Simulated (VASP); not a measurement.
# SnO2 (R-3m) in VASP: further runs

Runs on SnO2. Level: LDA. Tasks: single point.

All numbers are computed with VASP 6.6.1; they aren't measurements. Logs are shortened: lines on timing, memory, paths and dates and some standing lists are left out, and cuts for length are marked.

## Step 1: The cell of the first run

The structure is trigonal, space group R-3m (No. 166). Conventional cell: a = 3.105 Å, b = 3.105 Å, c = 13.826 Å, α = 90.00°, β = 90.00°, γ = 120.00°. Within 2.7 Å of Sn (site symmetry -3m) lie 6 O at 2.04 Å. O (site symmetry 3m) has 3 Sn at 2.04 Å and 3 O at 2.65 Å within 2.7 Å.

## Step 2: Single point, LDA (strain -0.040 along x and y, -0.040 along z)

Contents of INCAR:

```
SYSTEM = SnO2
PREC = Accurate ; ENCUT = 520
EDIFF = 1E-6 ; ISMEAR = 0
SIGMA = 0.05 ; LREAL = .False.
LASPH = .True. ; NELM = 60
ALGO = Normal ; ISIF = 2
LWAVE = .False. ; LCHARG = .False.
GGA = CA ; NBANDS = 20
```

Contents of KPOINTS:

```
Automatic mesh
0
Gamma
  12 12 12
  0 0 0
```

Contents of POSCAR:

```
SnO2
1.0
    1.5524093522      0.8962839574      4.6085688806
   -1.5524093522      0.8962839574      4.6085688806
    0.0000000000     -1.7925679148      4.6085688806
Sn O
1 2
Direct
    0.5000000000      0.5000000000      0.5000000000
    0.2371700000      0.2371700000      0.2371700000
    0.7628300000      0.7628300000      0.7628300000
```

Potentials or basis: VASP PAW LDA potentials, release 64 (Sn_d, O).

On the command line:

```bash
$ cat potpaw_LDA.64/Sn_d/POTCAR potpaw_LDA.64/O/POTCAR > POTCAR
$ mpirun -np 1 vasp_std > vasp.out
```

OUTCAR:

```text
SYSTEM = SnO2
   PREC = Accurate
   ENCUT = 520
   EDIFF = 1E-6
   ISMEAR = 0
   LREAL = .False.
   LASPH = .True.
   NELM = 60
   ISIF = 2
   GGA = CA

 ion  position               nearest neighbor table
   1  0.500  0.500  0.500-   2 2.04   2 2.04   3 2.04   3 2.04   2 2.04   3 2.04
   2  0.237  0.237  0.237-   1 2.04   1 2.04   1 2.04
   3  0.763  0.763  0.763-   1 2.04   1 2.04   1 2.04

  LATTYP: Found a trigonal (rhomboedric) cell.
 ALAT       =     4.9449172750
 COS(alpha) =     0.8028828391

  Lattice vectors:

 A1 = (   1.5524093522,   0.8962839574,   4.6085688806)
 A2 = (  -1.5524093522,   0.8962839574,   4.6085688806)
 A3 = (   0.0000000000,  -1.7925679148,   4.6085688806)

Analysis of symmetry for initial positions (statically):
=====================================================================
 Subroutine PRICEL returns:
 Original cell was already a primitive cell.

 Routine SETGRP: Setting up the symmetry group for a
 trigonal (rhombohedral) supercell.

 Subroutine GETGRP returns: Found 12 space group operations
 (whereof 12 operations were pure point group operations)
 out of a pool of 12 trial point group operations.

The static configuration has the point symmetry D_3d.

Analysis of symmetry for dynamics (positions and initial velocities):
=====================================================================
 Subroutine PRICEL returns:
 Original cell was already a primitive cell.

 Routine SETGRP: Setting up the symmetry group for a
 trigonal (rhombohedral) supercell.

 Subroutine GETGRP returns: Found 12 space group operations
 (whereof 12 operations were pure point group operations)
 out of a pool of 12 trial point group operations.

The dynamic configuration has the point symmetry D_3d.

 Subroutine INISYM returns: Found 12 space group operations
 (whereof 12 operations are pure point group operations),
 and found     1 'primitive' translations

----------------------------------------------------------------------------------------

                                     Primitive cell

  volume of cell :      38.4742

  direct lattice vectors                    reciprocal lattice vectors
     1.552409352  0.896283957  4.608568881     0.322079997  0.185952973  0.072329034
    -1.552409352  0.896283957  4.608568881    -0.322079997  0.185952973  0.072329034
     0.000000000 -1.792567915  4.608568881     0.000000000 -0.371905946  0.072329034

  length of vectors
     4.944917275  4.944917275  4.944917275     0.378874019  0.378874019  0.378874019

  position of ions in fractional coordinates (direct lattice)
     0.500000000  0.500000000  0.500000000
     0.237170000  0.237170000  0.237170000
     0.762830000  0.762830000  0.762830000

  ion indices of the primitive-cell ions
   primitive index   ion index
                 1           1
                 2           2
                 3           3

----------------------------------------------------------------------------------------

 KPOINTS: Automatic mesh

Automatic generation of k-mesh.
 Grid dimensions read from file:
 generate k-points for:   12   12   12

 Generating k-lattice:

  Cartesian coordinates                     Fractional coordinates (reciprocal lattice)
     0.026840000  0.015496081  0.006027419     0.083333333  0.000000000 -0.000000000
    -0.026840000  0.015496081  0.006027419     0.000000000  0.083333333 -0.000000000
     0.000000000 -0.030992162  0.006027419    -0.000000000 -0.000000000  0.083333333

  Length of vectors
     0.031572835  0.031572835  0.031572835

  Shift w.r.t. Gamma in fractional coordinates (k-lattice)
     0.000000000  0.000000000  0.000000000

 Subroutine IBZKPT returns following result:
 ===========================================

 Found    189 irreducible k-points:

 Following reciprocal coordinates:
            Coordinates               Weight
  0.000000  0.000000  0.000000      1.000000
  0.083333  0.000000  0.000000      6.000000
  0.166667  0.000000  0.000000      6.000000
  0.250000  0.000000  0.000000      6.000000
  0.333333  0.000000  0.000000      6.000000
  0.416667  0.000000  0.000000      6.000000
[... 16 lines left out ...]
  0.500000  0.166667  0.000000     12.000000
 -0.416667  0.166667  0.000000     12.000000
 [... further k-points ...]
   k-points           NKPTS =    189   k-points in BZ     NKDIM =    189   number of bands    NBANDS=     20
   number of dos      NEDOS =    301   number of ions     NIONS =      3
   total plane-waves  NPLWV =  64000
   dimension x,y,z NGX =    40 NGY =   40 NGZ =   40
   dimension x,y,z NGXF=    80 NGYF=   80 NGZF=   80
   ions per type =               1   2
   NGX,Y,Z   is equivalent  to a cutoff of  13.45, 13.45, 13.45 a.u.
   NGXF,Y,Z  is equivalent  to a cutoff of  26.90, 26.90, 26.90 a.u.
 SYSTEM =  SnO2
   PREC   = accura    normal or accurate (medium, high low for compatibility)
   ISTART =      0    job   : 0-new  1-cont  2-samecut
   ICHARG =      2    charge: 1-file 2-atom 10-const
   ISPIN  =      1    spin polarized calculation?
   LNONCOLLINEAR =      F non collinear calculations
   LSORBIT =      F    spin-orbit coupling
   LASPH  =      T    aspherical Exc in radial PAW
   ENCUT  =  520.0 eV  38.22 Ry    6.18 a.u.   9.19  9.19  9.19*2*pi/ulx,y,z
   NELM   =     60;   NELMIN=  2; NELMDL= -5     # of ELM steps
   EDIFF  = 0.1E-05   stopping-criterion for ELM
   LREAL  =      F    real-space projection
   EDIFFG = 0.1E-04   stopping-criterion for IOM
   NSW    =      0    number of steps for IOM
   IBRION =     -1    ionic relax: 0-MD 1-quasi-New 2-CG
   NFREE  =      0    steps in history (QN), initial steepest desc. (CG)
   ISIF   =      2    stress and relaxation
   ISYM   =      2    0-nonsym 1-usesym 2-fastsym
   POTIM  = 0.5000    time-step for ionic-motion
   TEBEG  =    0.0;   TEEND  =   0.0 temperature during run
   PSTRESS=    0.0 pullay stress
   NELECT =      26.0000    total number of electrons
   NUPDOWN=      -1.0000    fix difference up-down
   EMIN   =  10.00;   EMAX   =-10.00  energy-range for DOS
   EFERMI =   0.00;   METHOD = LEGACY
   ISMEAR =     0;   SIGMA  =   0.05  broadening in eV -4-tet -1-fermi 0-gaus
   EFERMI_NEDOS =   21; number of points for ismear=-14 and -15
   IALGO  =     38    algorithm
   IMIX   =      4    mixing-type and parameters
     AMIX     =   0.40;   BMIX     =  1.00
     AMIX_MAG =   1.60;   BMIX_MAG =  1.00
  volume/ion in A,a.u.               =      12.82        86.55
  Fermi-wavevector in a.u.,A,eV,Ry     =   1.436623  2.714824 28.080877  2.063886
  Thomas-Fermi vector in A             =   2.555791
   LORBIT       =      0    0 simple, 1 ext, 2 COOP (PROOUT), +10 PAW based schemes
   GGA     = CA    functional components
   LHFCALC =     F    Hartree Fock is set to
   AEXX    =    0.0000 exact exchange contribution
   IVDW    =     0    specifies the selected vdW correction
   LEPSILON=     F    determine dielectric tensor
   LRPA    =     F    only Hartree local field effects (RPA)
 non-spin polarized calculation
 Gauss-broadening in eV      SIGMA  =   0.05
  energy-cutoff  :      520.00
  volume of cell :       38.47
 maximum number of plane-waves:      1050
 NGX is ok and might be reduce to    40
   NGX = 19   NGY = 19   NGZ = 19

 number of electron      25.9999998 magnetization

 Free energy of the ion-electron system (eV)
  ---------------------------------------------------
  ext. energy  EPLUGINS =         0.00000000
  ---------------------------------------------------
  free energy    TOTEN  =       -20.40161779 eV

  energy without entropy =      -20.40161779  energy(sigma->0) =      -20.40161779

 E-fermi :   4.4844     XC(G=0): -11.1756

 val. band max:        4.2685708235   @ k =   0.5000   0.5000   0.0000
 cond. band min:       6.9076296115   @ k =   0.0000   0.0000   0.0000
 fundamental gap:      2.6390587880
 Fermi energy:         4.4843854014

 k-point     1 :       0.0000    0.0000    0.0000
  band No.  band energies     occupation
      1     -15.8222      2.00000
      2     -15.3404      2.00000
      3     -15.3404      2.00000
      4     -14.9892      2.00000
      5     -14.9892      2.00000
      6     -13.9799      2.00000
[... 12 lines left out ...]
     19      21.8151      0.00000
     20      22.2475      0.00000

 k-point     2 :       0.0833    0.0000    0.0000
  band No.  band energies     occupation
      1     -15.7644      2.00000
      2     -15.4261      2.00000
      3     -15.3174      2.00000
      4     -15.0179      2.00000
      5     -14.9910      2.00000
      6     -13.9424      2.00000
[... 12 lines left out ...]
     19      20.3369      0.00000
     20      22.2536      0.00000

 k-point     3 :       0.1667    0.0000    0.0000
  band No.  band energies     occupation
      1     -15.7489      2.00000
      2     -15.5140      2.00000
      3     -15.2583      2.00000
      4     -15.0657      2.00000
      5     -14.9914      2.00000
      6     -13.8149      2.00000
[... 12 lines left out ...]
     19      18.9899      0.00000
     20      22.3250      0.00000

 k-point     4 :       0.2500    0.0000    0.0000
  band No.  band energies     occupation
      1     -16.0154      2.00000
      2     -15.3342      2.00000
      3     -15.1944      2.00000
      4     -15.0986      2.00000
      5     -14.9728      2.00000
      6     -13.5737      2.00000
[... 12 lines left out ...]
     19      18.1041      0.00000
     20      21.8860      0.00000

 k-point     5 :       0.3333    0.0000    0.0000
  band No.  band energies     occupation
      1     -16.2700      2.00000
      2     -15.2272      2.00000
      3     -15.1621      2.00000
      4     -15.0543      2.00000
      5     -14.9200      2.00000
      6     -13.2278      2.00000
[... 12 lines left out ...]
     19      17.8974      0.00000
     20      20.1688      0.00000

 k-point     6 :       0.4167    0.0000    0.0000
  band No.  band energies     occupation
      1     -16.4393      2.00000
      2     -15.2295      2.00000
      3     -15.1563      2.00000
      4     -14.9597      2.00000
      5     -14.8616      2.00000
      6     -12.8813      2.00000
[... 12 lines left out ...]
     19      18.1421      0.00000
     20      18.8727      0.00000

 k-point     7 :       0.5000    0.0000    0.0000
  band No.  band energies     occupation
      1     -16.4982      2.00000
      2     -15.2359      2.00000
      3     -15.1566      2.00000
      4     -14.9237      2.00000
      5     -14.8374      2.00000
      6     -12.7275      2.00000
[... 12 lines left out ...]
     19      18.1092      0.00000
     20      18.2115      0.00000
[... 277 lines left out ...]
 k-point    20 :       0.2500    0.1667    0.0000
  band No.  band energies     occupation
      1     -15.8545      2.00000
      2     -15.5157      2.00000
      3     -15.1760      2.00000
      4     -15.0901      2.00000
      5     -14.9849      2.00000
      6     -13.6438      2.00000
[... 12 lines left out ...]
     19      18.2574      0.00000
     20      21.7996      0.00000

 k-point    21 :       0.3333    0.1667   -0.0000
  band No.  band energies     occupation
      1     -16.0114      2.00000
      2     -15.5284      2.00000
      3     -15.1155      2.00000
      4     -15.1038      2.00000
      5     -14.9430      2.00000
      6     -13.2967      2.00000
[... 12 lines left out ...]
     19      18.3914      0.00000
     20      20.6404      0.00000

 k-point    22 :       0.4167    0.1667    0.0000
  band No.  band energies     occupation
      1     -16.1812      2.00000
      2     -15.5115      2.00000
      3     -15.1430      2.00000
      4     -15.0631      2.00000
      5     -14.8965      2.00000
      6     -12.8091      2.00000
[... 12 lines left out ...]
     19      18.6856      0.00000
     20      19.4495      0.00000

 k-point    23 :       0.5000    0.1667    0.0000
  band No.  band energies     occupation
      1     -16.3039      2.00000
      2     -15.4947      2.00000
      3     -15.1680      2.00000
      4     -15.0029      2.00000
      5     -14.8951      2.00000
      6     -12.3321      2.00000
[... 12 lines left out ...]
     19      18.4511      0.00000
     20      19.0694      0.00000

 k-point    24 :      -0.4167    0.1667    0.0000
  band No.  band energies     occupation
      1     -16.3471      2.00000
      2     -15.4892      2.00000
      3     -15.1779      2.00000
      4     -14.9391      2.00000
      5     -14.9358      2.00000
      6     -12.1257      2.00000
[... 12 lines left out ...]
     19      17.9176      0.00000
     20      19.2493      0.00000

 [... further k-points ...]

------------------------ aborting loop because EDIFF is reached ----------------------------------------

  FORCE on cell =-STRESS in cart. coord.  units (eV):
  Direction    XX          YY          ZZ          XY          YZ          ZX
  --------------------------------------------------------------------------------------
  -------------------------------------------------------------------------------------
  Total        3.9773170      3.9773170      1.2048624      0.0000000      0.0000000      0.0000000
  in kB      165.6271709    165.6271709     50.1740115      0.0000000      0.0000000      0.0000000
  external PRESSURE =     127.1427844 kB  Pullay stress =       0.0000000 kB

 VOLUME and BASIS-vectors are now :
 -----------------------------------------------------------------------------
  energy-cutoff  :      520.00
  volume of cell :       38.47
      direct lattice vectors                 reciprocal lattice vectors
     1.552409352  0.896283957  4.608568881     0.322079997  0.185952973  0.072329034
    -1.552409352  0.896283957  4.608568881    -0.322079997  0.185952973  0.072329034
     0.000000000 -1.792567915  4.608568881     0.000000000 -0.371905946  0.072329034

 POSITION                                       TOTAL-FORCE (eV/Angst)
 -----------------------------------------------------------------------------------
      0.00000      0.00000      6.91285         0.000000      0.000000     -0.000000
      0.00000      0.00000      3.27904        -0.000000      0.000000      0.887825
      0.00000      0.00000     10.54666        -0.000000      0.000000     -0.887825
 -----------------------------------------------------------------------------------
    total drift:                                0.000000      0.000000      0.000000

  FREE ENERGIE OF THE ION-ELECTRON SYSTEM (eV)
  ---------------------------------------------------
  free  energy   TOTEN  =       -20.4016177882 eV

  energy  without entropy=      -20.4016177882  energy(sigma->0) =      -20.40161779
```

It took 3.3 min on 1 thread of Intel Xeon Platinum 8375C at 2.90GHz (Ice Lake), shared host; peak memory 0.29 GiB.

Results:

* Free energy: -20.4016 eV
* Pressure: 12.7 GPa
* Largest force: 0.888 eV/Å
* Band gap on the k mesh: 2.64 eV, indirect (least direct gap 2.91 eV)

Forces on the atoms (eV/Å):
```
Sn   0.000  0.000  0.000
O    0.000  0.000  0.888
O    0.000  0.000 -0.888
```

Stress tensor (GPa, compression positive):
```
16.56  0.00  0.00
 0.00 16.56  0.00
 0.00  0.00  5.02
```

Levels at points of the mesh, in eV from the valence-band top:
```csv
k point,band 10,band 11,band 12,band 13,band 14,band 15,band 16,band 17
"(0.00, 0.00, 0.00)",-1.45,-0.86,-0.86,-0.27,2.64,6.12,11.89,11.89
"(0.50, 0.00, 0.00)",-3.37,-1.70,-0.69,-0.57,6.38,8.27,10.61,12.85
"(0.50, 0.50, 0.00)",-3.48,-1.30,-0.39,0.00,5.97,7.34,11.58,11.64
"(0.50, 0.50, 0.50)",-1.53,-1.53,-0.80,-0.80,4.06,6.20,12.11,12.13
```

Caveat: the cell differs from its parent crystal (strain -0.040 along x and y, -0.040 along z); spin-orbit coupling is left out, which moves the levels of the heavy elements.

## Step 3: Single point, LDA (strain -0.040 along x and y, +0.000 along z)

Contents of INCAR:

```
SYSTEM = SnO2
  PREC = Accurate
  ENCUT = 520
  EDIFF = 1E-6
  ISMEAR = 0
  SIGMA = 0.05
  LREAL = .False.
  LASPH = .True.
  NELM = 80
  ALGO = Normal
  ISIF = 2
  LWAVE = .False.
  LCHARG = .False.
  NBANDS = 20
```

Contents of KPOINTS:

```
regular mesh
0
Gamma
  12 12 12
  0 0 0
```

Contents of POSCAR:

```
SnO2
1.0
    1.5524093522      0.8962839574      4.8005925840
   -1.5524093522      0.8962839574      4.8005925840
    0.0000000000     -1.7925679148      4.8005925840
Sn O
1 2
Direct
    0.5000000000      0.5000000000      0.5000000000
    0.2371700000      0.2371700000      0.2371700000
    0.7628300000      0.7628300000      0.7628300000
```

Potentials or basis: VASP PAW LDA potentials, release 64 (Sn_d, O).

On the command line:

```bash
$ cat potpaw_LDA.64/Sn_d/POTCAR potpaw_LDA.64/O/POTCAR > POTCAR
$ mpirun -np 1 vasp_std > vasp.out
```

It took 3.6 min on 1 thread of Intel Xeon Platinum 8375C at 2.90GHz (Ice Lake), shared host; peak memory 0.3 GiB.

Results (log left out):

```
Free energy            : -20.4277 eV
Pressure               : 7.4 GPa
Largest force          : 0.234 eV/Å
Band gap on the k mesh : 2.59 eV, indirect (least direct gap 2.85 eV)
```

Forces in eV/Å, atoms in the order of the input:
```
Sn   0.000  0.000  0.000
O    0.000  0.000  0.234
O    0.000  0.000 -0.234
```

Stress tensor (GPa, compression positive):
```
11.19  0.00  0.00
 0.00 11.19  0.00
 0.00  0.00 -0.23
```

Levels at points of the mesh, in eV from the valence-band top:
```
           k point  band 10  band 11  band 12  band 13  band 14  band 15  band 16  band 17
(0.00, 0.00, 0.00)    -1.31    -0.73    -0.73    -0.26     2.59     6.07    11.89    11.91
(0.50, 0.00, 0.00)    -3.11    -1.66    -0.57    -0.51     6.14     8.04    10.75    12.55
(0.50, 0.50, 0.00)    -3.19    -1.36    -0.38     0.00     5.80     7.24    11.45    11.69
(0.50, 0.50, 0.50)    -1.36    -1.36    -0.68    -0.68     3.85     6.06    11.74    12.09
```

Caveat: the cell differs from its parent crystal (strain -0.040 along x and y, +0.000 along z); spin-orbit coupling is left out, which moves the levels of the heavy elements. A k mesh can miss the band edges.

## Step 4: Single point, LDA (strain +0.000 along x and y, -0.040 along z)

INCAR is that of step 3.

Contents of KPOINTS:

```
Automatic mesh
0
Gamma
  12 12 12
  0 0 0
```

Contents of POSCAR:

```
SnO2
1.0
    1.6170930752      0.9336291223      4.6085688806
   -1.6170930752      0.9336291223      4.6085688806
    0.0000000000     -1.8672582446      4.6085688806
Sn O
1 2
Direct
    0.5000000000      0.5000000000      0.5000000000
    0.2371700000      0.2371700000      0.2371700000
    0.7628300000      0.7628300000      0.7628300000
```

On the command line:

```bash
$ cat potpaw_LDA.64/Sn_d/POTCAR potpaw_LDA.64/O/POTCAR > POTCAR
$ mpirun -np 1 vasp_std > vasp.out
```

Run time: 3.4 min. Hardware: 1 thread of Intel Xeon Platinum 8375C at 2.90GHz (Ice Lake), shared host; peak memory 0.3 GiB.

Results (log left out):

| Property | Result |
| --- | --- |
| Free energy | -20.4929 eV |
| Pressure | -5.4 GPa |
| Largest force | 0.095 eV/Å |
| Band gap on the k mesh | 1.76 eV, indirect (least direct gap 1.89 eV) |

Forces in eV/Å, atoms in the order of the input:
```
Sn   0.000  0.000  0.000
O    0.000  0.000 -0.095
O    0.000  0.000  0.095
```

Stress tensor (GPa, compression positive):
```
-6.28  0.00  0.00
 0.00 -6.28  0.00
 0.00  0.00 -3.56
```

Levels at points of the mesh, in eV from the valence-band top:
| k point | band 11 | band 12 | band 13 | band 14 | band 15 | band 16 |
| --- | --- | --- | --- | --- | --- | --- |
| (0.00, 0.00, 0.00) | -1.03 | -1.03 | -0.13 | 1.76 | 5.55 | 10.74 |
| (0.50, 0.00, 0.00) | -1.51 | -0.68 | -0.66 | 5.35 | 7.69 | 9.69 |
| (0.50, 0.50, 0.00) | -1.08 | -0.47 | -0.01 | 5.01 | 6.75 | 10.68 |
| (0.50, 0.50, 0.50) | -1.50 | -0.96 | -0.96 | 3.22 | 5.60 | 10.99 |

Caveat: the cell differs from its parent crystal (strain +0.000 along x and y, -0.040 along z); spin-orbit coupling is left out, which moves the levels of the heavy elements.

## Step 5: Summary

| cell | gap on the mesh (eV) | pressure (GPa) | largest force (eV/Å) |
| --- | --- | --- | --- |
| a = 4.945 Å, angles 36.6°, 3 atoms | 2.64 | 12.7 | 0.89 |
| a = 5.124 Å, angles 35.3°, 3 atoms | 2.59 | 7.4 | 0.23 |
| a = 4.972 Å, angles 38.0°, 3 atoms | 1.76 | -5.4 | 0.10 |

Alike in all rows: task single point; level LDA; potentials or basis VASP PAW LDA potentials, release 64 (Sn_d, O); no spin polarisation; k mesh 12 × 12 × 12; cutoff (eV) 520; smearing gaussian 0.05 eV.

Caveats: spin-orbit coupling is left out, which moves the levels of the heavy elements.

Total energies depend on the potentials used, so only differences within one code and one set of settings carry meaning.
